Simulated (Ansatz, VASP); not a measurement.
# One calculation of AgI, two programs

POSCAR

```
AgI
1.0
    0.0000000000      3.2886327781      3.2886327781
    3.2886327781      0.0000000000      3.2886327781
    3.2886327781      3.2886327781      0.0000000000
Ag I
1 1
Direct
    0.0000000000      0.0000000000      0.0000000000
    0.2500000000      0.2500000000      0.2500000000
```

Contents of INCAR.step1:

```
PREC     = Accurate       # precision mode
ENCUT    = 400            # plane-wave cutoff, eV
EDIFF    = 1E-5           # SCF threshold, eV
ISMEAR   = 0              # smearing method
SIGMA    = 0.01           # smearing width, eV
LREAL    = F              # projectors in reciprocal space
LASPH    = T              # aspherical terms in the spheres
NELM     = 120            # most SCF steps
ALGO     = Normal         # electronic algorithm
ISIF     = 2              # what is computed and relaxed
LWAVE    = T              # write WAVECAR
LCHARG   = F              # write CHGCAR
NBANDS   = 16             # bands
GGA      = PE             # functional
GGA_COMPAT= F
```

INCAR.step2

```
PREC     = Accurate       # precision mode
ENCUT    = 400            # plane-wave cutoff, eV
EDIFF    = 1E-6           # SCF threshold, eV
ISMEAR   = 0              # smearing method
SIGMA    = 0.01           # smearing width, eV
LREAL    = F              # projectors in reciprocal space
LASPH    = T              # aspherical terms in the spheres
NELM     = 120            # most SCF steps
ALGO     = Normal         # electronic algorithm
ISIF     = 2              # what is computed and relaxed
LWAVE    = F              # write WAVECAR
LCHARG   = F              # write CHGCAR
GGA      = PE             # functional
LHFCALC  = T              # exact exchange
AEXX     = 0.25           # exact-exchange fraction
PRECFOCK = Normal       
NBANDS   = 16             # bands
ISTART   = 1            
GGA_COMPAT= F
```

KPOINTS

```
Automatic mesh
0
Gamma
  4 4 4
```

Input for Ansatz:

```yaml
crystal:
  lattice:
    - [0.0, 3.2886327781, 3.2886327781]
    - [3.2886327781, 0.0, 3.2886327781]
    - [3.2886327781, 3.2886327781, 0.0]
  atoms:
    - { symbol: Ag, position: [0.0, 0.0, 0.0] }
    - { symbol: I, position: [0.25, 0.25, 0.25] }
kpoints:
  mp_grid: { grid: [4, 4, 4] }
  band_path:
    path:
      - [0.0, 0.0, 0.0]
      - [-0.5, -0.5, 0.0]
      - [-0.375, -0.375, 0.25]
      - [-0.375, 0.0, 0.375]
      - [0.0, 0.0, 0.5]
      - [-0.5, -0.25, 0.25]
    npoints: 1
hamiltonian:
  xc: pbe0
scf:
  occupations: { method: fixed }
  n_extra_bands: 4
output:
  forces: true
  stress: true
  eigenvalues: true
  write_density: true
  write_potential: true
  elf: true
  volumetric_format: npy
```

Alike in both runs: task single point; functional PBE0; k mesh 4 × 4 × 4; no spin polarisation.

```csv
,VASP,Ansatz
version,VASP 6.6.1,Ansatz 0.2.0
potentials or method,"VASP PAW PBE potentials, release 64 (Ag, I)","plane waves, PAW"
plane-wave cutoff (eV),400,420
occupations,"gaussian, width 0.01 eV",fixed
valence electrons in the cell,18,36
```

Ansatz gave:

| Quantity | Value |
| --- | --- |
| gap on the k mesh at the Fermi level (eV) | 3.18 |
| pressure (GPa) | 0.6 |

Question: What did VASP give for the same quantities?

Answer: gap on the k mesh at the Fermi level (eV): 3.19; pressure (GPa): 0.3.

VASP's potentials hold 18 valence electrons a cell and Ansatz's 36, so a difference there can come from the potentials and not from the codes. Ansatz's warnings: stress exchange threshold loose, stress scf threshold loose.

Neither program's run includes spin-orbit coupling.
